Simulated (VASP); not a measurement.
# Si (Fmm2) in VASP: notebook

Runs on Si. Level: r2SCAN. Tasks: single point.

All numbers are computed with VASP 6.6.1; they aren't measurements. Logs are shortened: lines on timing, memory, paths and dates and some standing lists are left out, and cuts for length are marked.

### 1 The cell of the first run

Symmetry: Fmm2, No. 42, orthorhombic system. Conventional cell: a = 3.845 Å, b = 9.406 Å, c = 9.406 Å, α = 90.00°, β = 90.00°, γ = 90.00°. Within 2.6 Å of Si (site symmetry mm2) lie 2 Si at 2.00 Å. Si (site symmetry mm2) has 5 Si at 2.38 to 2.76 Å within 3.1 Å. Si (site symmetry m) has 4 Si at 2.00 to 2.38 Å within 2.6 Å.

### 2 Single point, r2SCAN (atom 1 (Si) moved by (-0.600, +0.000) A along [1 1 0] and z)

File POSCAR:

```
Si
1.0
   -3.3254442900      3.3254442900      1.9223856600
    3.3254442900     -3.3254442900      1.9223856600
    3.3254442900      3.3254442900     -1.9223856600
Si
4
Direct
    0.1150104757      0.1150104757      0.2300209514
    0.8211989400      0.8211989400      0.6423978800
    0.1788010600      0.8211989400      0.0000000000
    0.8211989400      0.1788010600      0.0000000000
```

File INCAR.step1:

```
SYSTEM = Si
PREC = Accurate
ENCUT = 520
ISMEAR = 0
SIGMA = 0.03
LREAL = .False.
LASPH = .True.
NELM = 100
NBANDS = 16
GGA = PE
ALGO = Normal
EDIFF = 1E-4
LWAVE = .True.
LCHARG = .False.
```

File INCAR.step2:

```
SYSTEM = Si
PREC = Accurate
ENCUT = 520
EDIFF = 1E-6
ISMEAR = 0
SIGMA = 0.03
LREAL = .False.
LASPH = .True.
NELM = 100
ALGO = Normal
ISIF = 2
LWAVE = .False.
LCHARG = .True.
METAGGA = R2SCAN
LMIXTAU = .True.
LELF = .True.
LVHAR = .True.
NBANDS = 16
ISTART = 1
```

File KPOINTS:

```
Automatic mesh
0
Gamma
  10 10 10
  0 0 0
```

Potentials or basis: VASP PAW PBE potentials, release 64 (Si).

Launch:

```
> cat potpaw_PBE.64/Si/POTCAR > POTCAR
> cp INCAR.step1 INCAR
> mpirun -np 1 vasp_std > vasp.out
> cp INCAR.step2 INCAR
> mpirun -np 1 vasp_std > vasp.out
```

OUTCAR:

```text
SYSTEM = Si
   PREC = Accurate
   ENCUT = 520
   EDIFF = 1E-6
   ISMEAR = 0
   LREAL = .False.
   LASPH = .True.
   NELM = 100
   ISIF = 2
   METAGGA = R2SCAN
   ISTART = 1

 ion  position               nearest neighbor table
   1  0.115  0.115  0.230-   3 2.00   4 2.00   2 2.73   2 2.73   2 2.76
   2  0.821  0.821  0.642-   3 2.38   4 2.38   1 2.73   1 2.73   1 2.76
   3  0.179  0.821  0.000-   1 2.00   4 2.34   4 2.34   2 2.38
   4  0.821  0.179  0.000-   1 2.00   3 2.34   3 2.34   2 2.38

  LATTYP: Found a body centered tetragonal cell.
 ALAT       =     6.6508885800
 C/A-ratio  =     0.5780838566

  Lattice vectors:

 A1 = (  -3.3254442900,   3.3254442900,   1.9223856600)
 A2 = (   3.3254442900,  -3.3254442900,   1.9223856600)
 A3 = (   3.3254442900,   3.3254442900,  -1.9223856600)

Analysis of symmetry for initial positions (statically):
=====================================================================
 Subroutine PRICEL returns:
 Original cell was already a primitive cell.

 Routine SETGRP: Setting up the symmetry group for a
 body centered tetragonal supercell.

 Subroutine GETGRP returns: Found  4 space group operations
 (whereof  4 operations were pure point group operations)
 out of a pool of 16 trial point group operations.

The static configuration has the point symmetry C_2v.

Analysis of symmetry for dynamics (positions and initial velocities):
=====================================================================
 Subroutine PRICEL returns:
 Original cell was already a primitive cell.

 Routine SETGRP: Setting up the symmetry group for a
 body centered tetragonal supercell.

 Subroutine GETGRP returns: Found  4 space group operations
 (whereof  4 operations were pure point group operations)
 out of a pool of 16 trial point group operations.

The dynamic configuration has the point symmetry C_2v.

 Subroutine INISYM returns: Found  4 space group operations
 (whereof  4 operations are pure point group operations),
 and found     1 'primitive' translations

----------------------------------------------------------------------------------------

                                     Primitive cell

  volume of cell :      85.0354

  direct lattice vectors                    reciprocal lattice vectors
    -3.325444290  3.325444290  1.922385660     0.000000000  0.150355849  0.260093492
     3.325444290 -3.325444290  1.922385660     0.150355849  0.000000000  0.260093492
     3.325444290  3.325444290 -1.922385660     0.150355849  0.150355849  0.000000000

  length of vectors
     5.080622607  5.080622607  5.080622607     0.300425542  0.300425542  0.212635281

  position of ions in fractional coordinates (direct lattice)
     0.115010476  0.115010476  0.230020951
     0.821198940  0.821198940  0.642397880
     0.178801060  0.821198940  0.000000000
     0.821198940  0.178801060  0.000000000

  ion indices of the primitive-cell ions
   primitive index   ion index
                 1           1
                 2           2
                 3           3
                 4           4

----------------------------------------------------------------------------------------

 KPOINTS: Automatic mesh

Automatic generation of k-mesh.
 Grid dimensions read from file:
 generate k-points for:   10   10   10

 Generating k-lattice:

  Cartesian coordinates                     Fractional coordinates (reciprocal lattice)
     0.000000000  0.015035585  0.026009349     0.100000000  0.000000000 -0.000000000
     0.015035585  0.000000000  0.026009349     0.000000000  0.100000000 -0.000000000
     0.015035585  0.015035585  0.000000000     0.000000000  0.000000000  0.100000000

  Length of vectors
     0.030042554  0.030042554  0.021263528

  Shift w.r.t. Gamma in fractional coordinates (k-lattice)
     0.000000000  0.000000000  0.000000000

 Subroutine IBZKPT returns following result:
 ===========================================

 Found    171 irreducible k-points:

 Following reciprocal coordinates:
            Coordinates               Weight
  0.000000  0.000000  0.000000      1.000000
  0.100000  0.000000 -0.000000      8.000000
  0.200000  0.000000 -0.000000      8.000000
  0.300000  0.000000 -0.000000      8.000000
  0.400000  0.000000  0.000000      8.000000
  0.500000  0.000000  0.000000      4.000000
[... 16 lines left out ...]
 -0.100000  0.100000  0.000000      2.000000
  0.000000  0.000000  0.100000      2.000000
 [... further k-points ...]
   k-points           NKPTS =    171   k-points in BZ     NKDIM =    171   number of bands    NBANDS=     16
   number of dos      NEDOS =    301   number of ions     NIONS =      4
   total plane-waves  NPLWV =  64000
   dimension x,y,z NGX =    40 NGY =   40 NGZ =   40
   dimension x,y,z NGXF=    80 NGYF=   80 NGZF=   80
   ions per type =               4
   NGX,Y,Z   is equivalent  to a cutoff of  13.09, 13.09, 13.09 a.u.
   NGXF,Y,Z  is equivalent  to a cutoff of  26.18, 26.18, 26.18 a.u.
 SYSTEM =  Si
   PREC   = accura    normal or accurate (medium, high low for compatibility)
   ISTART =      1    job   : 0-new  1-cont  2-samecut
   ICHARG =      0    charge: 1-file 2-atom 10-const
   ISPIN  =      1    spin polarized calculation?
   LNONCOLLINEAR =      F non collinear calculations
   LSORBIT =      F    spin-orbit coupling
   LASPH  =      T    aspherical Exc in radial PAW
   ENCUT  =  520.0 eV  38.22 Ry    6.18 a.u.   9.45  9.45  9.45*2*pi/ulx,y,z
   NELM   =    100;   NELMIN=  2; NELMDL=  0     # of ELM steps
   EDIFF  = 0.1E-05   stopping-criterion for ELM
   LREAL  =      F    real-space projection
   EDIFFG = 0.1E-04   stopping-criterion for IOM
   NSW    =      0    number of steps for IOM
   IBRION =     -1    ionic relax: 0-MD 1-quasi-New 2-CG
   NFREE  =      0    steps in history (QN), initial steepest desc. (CG)
   ISIF   =      2    stress and relaxation
   ISYM   =      2    0-nonsym 1-usesym 2-fastsym
   POTIM  = 0.5000    time-step for ionic-motion
   TEBEG  =    0.0;   TEEND  =   0.0 temperature during run
   PSTRESS=    0.0 pullay stress
   NELECT =      16.0000    total number of electrons
   NUPDOWN=      -1.0000    fix difference up-down
   EMIN   =  10.00;   EMAX   =-10.00  energy-range for DOS
   EFERMI =   0.00;   METHOD = LEGACY
   ISMEAR =     0;   SIGMA  =   0.03  broadening in eV -4-tet -1-fermi 0-gaus
   EFERMI_NEDOS =   21; number of points for ismear=-14 and -15
   IALGO  =     38    algorithm
   IMIX   =      4    mixing-type and parameters
     AMIX     =   0.40;   BMIX     =  1.00
     AMIX_MAG =   1.60;   BMIX_MAG =  1.00
  volume/ion in A,a.u.               =      21.26       143.46
  Fermi-wavevector in a.u.,A,eV,Ry     =   0.938098  1.772748 11.973506  0.880028
  Thomas-Fermi vector in A             =   2.065276
   LORBIT       =      0    0 simple, 1 ext, 2 COOP (PROOUT), +10 PAW based schemes
   METAGGA = R2SCAN    functional components
   LHFCALC =     F    Hartree Fock is set to
   AEXX    =    0.0000 exact exchange contribution
   IVDW    =     0    specifies the selected vdW correction
   LEPSILON=     F    determine dielectric tensor
   LRPA    =     F    only Hartree local field effects (RPA)
 non-spin polarized calculation
 Gauss-broadening in eV      SIGMA  =   0.03
  energy-cutoff  :      520.00
  volume of cell :       85.04
 maximum number of plane-waves:      2319
 NGX is ok and might be reduce to    40
   NGX = 19   NGY = 19   NGZ = 19

 number of electron      16.0000000 magnetization

 Free energy of the ion-electron system (eV)
  ---------------------------------------------------
  ext. energy  EPLUGINS =         0.00000000
  ---------------------------------------------------
  free energy    TOTEN  =       -31.87441613 eV

  energy without entropy =      -31.87417421  energy(sigma->0) =      -31.87429517

 E-fermi :   5.3700     XC(G=0):  -9.5044

 val. band max:        5.3499180715   @ k =  -0.3000   0.4000   0.2000
 cond. band min:       5.3776645799   @ k =  -0.4000  -0.2000  -0.2000
 fundamental gap:      0.0277465084
 Fermi energy:         5.3699654657

 k-point     1 :       0.0000    0.0000    0.0000
  band No.  band energies     occupation
      1      -7.9645      2.00000
      2      -2.0586      2.00000
      3      -1.6659      2.00000
      4      -0.8695      2.00000
      5       0.3111      2.00000
      6       3.3892      2.00000
[... 8 lines left out ...]
     15      11.4029      0.00000
     16      12.2693      0.00000

 k-point     2 :       0.1000    0.0000   -0.0000
  band No.  band energies     occupation
      1      -7.8668      2.00000
      2      -2.3658      2.00000
      3      -1.4136      2.00000
      4      -0.8788      2.00000
      5       0.5122      2.00000
      6       2.8428      2.00000
[... 8 lines left out ...]
     15      10.9320      0.00000
     16      12.7736      0.00000

 k-point     3 :       0.2000    0.0000   -0.0000
  band No.  band energies     occupation
      1      -7.5848      2.00000
      2      -2.7173      2.00000
      3      -1.5529      2.00000
      4      -0.5354      2.00000
      5       0.8784      2.00000
      6       1.8977      2.00000
[... 8 lines left out ...]
     15      11.5340      0.00000
     16      12.5391      0.00000

 k-point     4 :       0.3000    0.0000   -0.0000
  band No.  band energies     occupation
      1      -7.1617      2.00000
      2      -3.0440      2.00000
      3      -1.8339      2.00000
      4      -0.3884      2.00000
      5       0.9314      2.00000
      6       1.4511      2.00000
[... 8 lines left out ...]
     15      11.9111      0.00000
     16      13.0095      0.00000
[... 324 lines left out ...]
 k-point    22 :      -0.1000   -0.0000    0.2000
  band No.  band energies     occupation
      1      -7.7913      2.00000
      2      -2.5734      2.00000
      3      -1.8349      2.00000
      4      -0.9165      2.00000
      5       1.4267      2.00000
      6       2.7991      2.00000
[... 8 lines left out ...]
     15      11.2872      0.00000
     16      12.8464      0.00000

 k-point    23 :      -0.1000    0.1000    0.0000
  band No.  band energies     occupation
      1      -7.9045      2.00000
      2      -2.8959      2.00000
      3      -0.9668      2.00000
      4      -0.7610      2.00000
      5       0.4738      2.00000
      6       3.2382      2.00000
[... 8 lines left out ...]
     15      11.5389      0.00000
     16      12.5300      0.00000

 k-point    24 :       0.0000    0.0000    0.1000
  band No.  band energies     occupation
      1      -7.9254      2.00000
      2      -2.2814      2.00000
      3      -1.6411      2.00000
      4      -1.1496      2.00000
      5       0.9238      2.00000
      6       3.3782      2.00000
[... 8 lines left out ...]
     15      11.5097      0.00000
     16      12.5346      0.00000

 [... further k-points ...]

------------------------ aborting loop because EDIFF is reached ----------------------------------------

  FORCE on cell =-STRESS in cart. coord.  units (eV):
  Direction    XX          YY          ZZ          XY          YZ          ZX
  --------------------------------------------------------------------------------------
  -------------------------------------------------------------------------------------
  Total        9.7143238      9.7143238     -2.4331602     -6.5763360      0.0000000      0.0000000
  in kB      183.0304284    183.0304284    -45.8438852   -123.9066790      0.0000000      0.0000000
  external PRESSURE =     106.7389905 kB  Pullay stress =       0.0000000 kB

 VOLUME and BASIS-vectors are now :
 -----------------------------------------------------------------------------
  energy-cutoff  :      520.00
  volume of cell :       85.04
      direct lattice vectors                 reciprocal lattice vectors
    -3.325444290  3.325444290  1.922385660     0.000000000  0.150355849  0.260093492
     3.325444290 -3.325444290  1.922385660     0.150355849  0.000000000  0.260093492
     3.325444290  3.325444290 -1.922385660     0.150355849  0.150355849  0.000000000

 POSITION                                       TOTAL-FORCE (eV/Angst)
 -----------------------------------------------------------------------------------
      0.76492      0.76492     -0.00000         5.986665      5.986665      0.000000
      2.13626      2.13626      1.92239        -1.145890     -1.145890     -0.000000
      2.13626     -2.13626      1.92239        -5.494214      0.653438      0.000000
     -2.13626      2.13626      1.92239         0.653438     -5.494214      0.000000
 -----------------------------------------------------------------------------------
    total drift:                               -0.000028     -0.000028      0.000002

  FREE ENERGIE OF THE ION-ELECTRON SYSTEM (eV)
  ---------------------------------------------------
  free  energy   TOTEN  =       -31.8744161287 eV

  energy  without entropy=      -31.8741742067  energy(sigma->0) =      -31.87429517
```

Wall time 23 min (1 thread of Intel Xeon 8259CL, shared host); peak memory 0.36 GiB.

What came out:

| Item | Value |
| --- | --- |
| Free energy | -31.8744 eV |
| Pressure | 10.7 GPa |
| Largest force | 8.466 eV/Å |
| Band gap on the k mesh | zero (bands 8 and 9 overlap by 2.00 eV) |

Forces in eV/Å, atoms in the order of the input:
```
Si   5.987  5.987  0.000
Si  -1.146 -1.146  0.000
Si  -5.494  0.653  0.000
Si   0.653 -5.494  0.000
```

Caveat: the cell differs from its parent crystal (atom 1 (Si) moved by (-0.600, +0.000) A along [1 1 0] and z); the stress differs along the axes, from -5 to 18 GPa; the PAW data sets were made with another functional, which shifts forces and pressure a little.

### 3 Single point, r2SCAN (atom 1 (Si) moved by (+0.600, +0.000) A along [1 1 0] and z)

Edit POSCAR of step 2 so:

```diff
@@ -8,3 +8,3 @@
 Direct
-    0.1150104757      0.1150104757      0.2300209514
+    0.2425916443      0.2425916443      0.4851832886
     0.8211989400      0.8211989400      0.6423978800
```

File INCAR.step1:

```
SYSTEM = Si
  PREC = Accurate
  ENCUT = 520
  ISMEAR = 0
  SIGMA = 0.03
  LREAL = .FALSE.
  LASPH = .TRUE.
  NELM = 60
  NBANDS = 16
  GGA = PE
  ALGO = Normal
  EDIFF = 1E-4
  LWAVE = .TRUE.
  LCHARG = .FALSE.
```

File INCAR.step2:

```
SYSTEM = Si
  PREC = Accurate
  ENCUT = 520
  EDIFF = 1E-6
  ISMEAR = 0
  SIGMA = 0.03
  LREAL = .FALSE.
  LASPH = .TRUE.
  NELM = 60
  ALGO = Normal
  ISIF = 2
  LWAVE = .FALSE.
  LCHARG = .FALSE.
  METAGGA = R2SCAN
  LMIXTAU = .TRUE.
  NBANDS = 16
  ISTART = 1
```

File KPOINTS:

```
Automatic mesh
0
G
  10 10 10
  0 0 0
```

Potentials or basis: VASP PAW PBE potentials, release 64 (Si).

Launch:

```
> cat potpaw_PBE.64/Si/POTCAR > POTCAR
> cp INCAR.step1 INCAR
> mpirun -np 1 vasp_std > vasp.out
> cp INCAR.step2 INCAR
> mpirun -np 1 vasp_std > vasp.out
```

Wall time 19 min (1 thread of Intel Xeon 8259CL, shared host); peak memory 0.36 GiB.

The run converged. Its results:

| Quantity | Value |
| --- | --- |
| Free energy | -32.2583 eV |
| Pressure | 5.4 GPa |
| Largest force | 6.567 eV/Å |
| Band gap on the k mesh | zero (bands 8 and 9 overlap by 0.81 eV) |

Forces in eV/Å, atoms in the order of the input:
```
Si  -4.644 -4.644  0.000
Si   2.823  2.823  0.000
Si   1.192  0.628  0.000
Si   0.628  1.192  0.000
```

Stress tensor (GPa, compression positive):
```
-3.52  0.25  0.00
 0.25 -3.52  0.00
 0.00  0.00 23.31
```

Levels at points of the mesh, in eV from the Fermi level:
```csv
k point,band 4,band 5,band 6,band 7,band 8,band 9,band 10,band 11,band 12,band 13
"(0.00, 0.00, 0.00)",-5.43,-4.13,-2.98,-1.75,0.39,0.47,0.53,1.51,2.33,2.36
"(0.50, 0.00, 0.00)",-7.44,-4.47,-3.60,-2.57,-1.38,0.05,2.07,2.97,3.94,4.51
"(0.50, 0.50, 0.00)",-4.26,-4.21,-3.36,-2.04,-2.00,0.17,1.96,2.27,4.62,5.22
"(0.00, 0.00, 0.50)",-5.03,-4.29,-3.00,-2.25,-1.90,0.26,1.81,2.50,4.28,4.29
"(0.50, 0.50, 0.50)",-5.64,-4.59,-1.37,-0.63,0.70,0.73,2.51,2.68,3.40,4.46
```

Caveat: the cell differs from its parent crystal (atom 1 (Si) moved by (+0.600, +0.000) A along [1 1 0] and z); the stress differs along the axes, from -4 to 23 GPa; the PAW data sets were made with another functional, which shifts forces and pressure a little.

### 4 Single point, r2SCAN (atom 1 (Si) moved by (-0.300, +0.000) A along [1 1 0] and z)

Edit POSCAR of step 3 so:

```diff
@@ -8,3 +8,3 @@
 Direct
-    0.2425916443      0.2425916443      0.4851832886
+    0.1469057678      0.1469057678      0.2938115357
     0.8211989400      0.8211989400      0.6423978800
```

File INCAR.step1:

```
PREC = Accurate
ENCUT = 520
ISMEAR = 0
SIGMA = 0.03
LREAL = F
LASPH = T
NELM = 80
NBANDS = 16
GGA = PE
ALGO = Normal
EDIFF = 1E-4
LWAVE = T
LCHARG = F
```

File INCAR.step2:

```
PREC = Accurate
ENCUT = 520
EDIFF = 1E-7
ISMEAR = 0
SIGMA = 0.03
LREAL = F
LASPH = T
NELM = 80
ALGO = Normal
ISIF = 2
LWAVE = F
LCHARG = F
METAGGA = R2SCAN
LMIXTAU = T
NBANDS = 16
ISTART = 1
```

File KPOINTS:

```
regular mesh
0
Gamma
  10 10 10
```

Launch:

```
> cat potpaw_PBE.64/Si/POTCAR > POTCAR
> cp INCAR.step1 INCAR
> mpirun -np 1 vasp_std > vasp.out
> cp INCAR.step2 INCAR
> mpirun -np 1 vasp_std > vasp.out
```

Run time: 27 min. Hardware: 1 thread of Intel Xeon 8259CL, shared host; peak memory 0.36 GiB.

The run converged. Its results:

```yaml
Free_energy: -33.8982 eV
Pressure: 2.9 GPa
Largest_force: 4.816 eV/Å
Band_gap_on_the_k_mesh: zero (bands 8 and 9 overlap by 0.73 eV)
```

Forces in eV/Å, atoms in the order of the input:
```
Si   3.406  3.406  0.000
Si  -1.210 -1.210  0.000
Si  -2.127 -0.069  0.000
Si  -0.069 -2.127  0.000
```

Stress tensor (GPa, compression positive):
```
 6.12 -3.81  0.00
-3.81  6.12  0.00
 0.00  0.00 -3.42
```

Levels at points of the mesh, in eV from the Fermi level:
| k point | band 6 | band 7 | band 8 | band 9 | band 10 | band 11 |
| --- | --- | --- | --- | --- | --- | --- |
| (0.00, 0.00, 0.00) | -1.81 | -1.08 | -0.62 | 0.82 | 1.78 | 2.26 |
| (0.50, 0.00, 0.00) | -4.05 | -2.68 | -1.47 | 1.10 | 2.59 | 2.80 |
| (0.50, 0.50, 0.00) | -2.50 | -1.83 | -0.71 | 1.63 | 1.64 | 3.00 |
| (0.00, 0.00, 0.50) | -1.93 | -1.80 | -1.60 | 2.05 | 2.06 | 2.24 |
| (0.50, 0.50, 0.50) | -0.79 | 0.01 | 0.48 | 0.73 | 3.56 | 4.15 |

Caveat: the cell differs from its parent crystal (atom 1 (Si) moved by (-0.300, +0.000) A along [1 1 0] and z); the stress differs along the axes, from -3 to 6 GPa; semilocal functionals underestimate gaps, and a narrow one can read as zero; the PAW data sets were made with another functional, which shifts forces and pressure a little.

### 5 The runs side by side

```csv
cell,gap on the mesh (eV),pressure (GPa),largest force (eV/Å)
"as given, atomic positions A",none,10.7,8.47
"as given, atomic positions B",none,5.4,6.57
"as given, atomic positions C",none,2.9,4.82
```

Alike in all rows: task single point; level r2SCAN; potentials or basis VASP PAW PBE potentials, release 64 (Si); no spin polarisation; k mesh 10 × 10 × 10; cutoff (eV) 520; smearing gaussian 0.03 eV.

Caveats: the PAW data sets were made with another functional, which shifts forces and pressure a little; the stress differs along the axes, from -5 to 18 GPa (at least some runs); the stress differs along the axes, from -4 to 23 GPa (at least some runs); the stress differs along the axes, from -3 to 6 GPa (at least some runs); semilocal functionals underestimate gaps, and a narrow one can read as zero (at least some runs).

Absolute energies hang on the potentials; compare differences alone.

The gap in the log of VASP goes by the Fermi energy; the results here count the filled bands.